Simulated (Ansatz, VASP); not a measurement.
# One calculation of CaGe4N, two programs

File INCAR:

```
SYSTEM = CaGe4N
PREC     = Accurate       ! precision mode
ENCUT    = 520            ! plane-wave cutoff, eV
EDIFF    = 1E-6           ! SCF threshold, eV
ISMEAR   = 0              ! smearing method
SIGMA    = 0.1            ! smearing width, eV
LREAL    = .False.        ! projectors in reciprocal space
LASPH    = .True.         ! aspherical terms in the spheres
NELM     = 60             ! most SCF steps
ALGO     = Normal         ! electronic algorithm
ISIF     = 2              ! what is computed and relaxed
LWAVE    = .False.        ! write WAVECAR
LCHARG   = .False.        ! write CHGCAR
GGA      = PE             ! functional
NBANDS   = 44             ! bands
```

Contents of KPOINTS:

```
regular mesh
0
Gamma
  6 6 4
  0 0 0
```

Contents of POSCAR:

```
CaGe4N
1.0
    5.5817495900      0.0000000000      0.0000000000
   -2.7908747900      4.8339369400      0.0000000000
    0.0000000000      0.0000000000      4.3958539300
Ca Ge N
1 4 1
Direct
    0.0000000000      0.0000000000      0.0000000000
    0.6666666700      0.3333333300      0.0000000000
    0.9994779800      0.4997389900      0.5000000000
    0.5002610100      0.4997389900      0.5000000000
    0.5002610100      0.0005220200      0.5000000000
    0.3333333300      0.6666666700      0.0000000000
```

Input for Ansatz:

```yaml
crystal:
  lattice:
    - [5.58174959, 0.0, 0.0]
    - [-2.79087479, 4.83393694, 0.0]
    - [0.0, 0.0, 4.39585393]
  atoms:
    - { symbol: Ca, position: [0.0, 0.0, 0.0] }
    - { symbol: Ge, position: [0.66666667, 0.33333333, 0.0] }
    - { symbol: Ge, position: [0.99947798, 0.49973899, 0.5] }
    - { symbol: Ge, position: [0.50026101, 0.49973899, 0.5] }
    - { symbol: Ge, position: [0.50026101, 0.00052202, 0.5] }
    - { symbol: "N", position: [0.33333333, 0.66666667, 0.0] }
basis:
  ecutwfc: 420
kpoints:
  mp_grid: { grid: [6, 6, 4] }
hamiltonian:
  xc: pbe
scf:
  occupations: { method: gaussian, width: 0.1 }
  lower_state_search: "off"
output:
  forces: true
  stress: true
  eigenvalues: true
```

Change from the starting cell: species swapped into the PrFeNi4 type (P-6m2, No. 187).

Alike in both runs: task single point; functional PBE; k mesh 6 × 6 × 4; occupations gaussian, width 0.1 eV; no spin polarisation.

|  | VASP | Ansatz |
| --- | --- | --- |
| version | VASP 6.6.1 | Ansatz 0.2.0 |
| potentials or method | VASP PAW PBE potentials, release 64 (Ca_sv, Ge_d, N), cutoff 520 eV | scalar-relativistic, plane waves, PAW |
| valence electrons in the cell | 71 | 71 |

|  | VASP | Ansatz | Ansatz less VASP |
| --- | --- | --- | --- |
| gap on the k mesh at the Fermi level (eV) | none | none | - |
| pressure (GPa) | -1.8 | -1.9 | -0.06 |
| traceless stress, the component that is largest in VASP (GPa) | -3.88 | -3.88 | +0.005 |
| rms of the force components (eV/Å) | 0.658 | 0.657 | -0.0017 |

Atom by atom the forces differ by 0.002 eV/Å (rms over components). A gap of «none» marks a metal or a gap that the smearing closes.
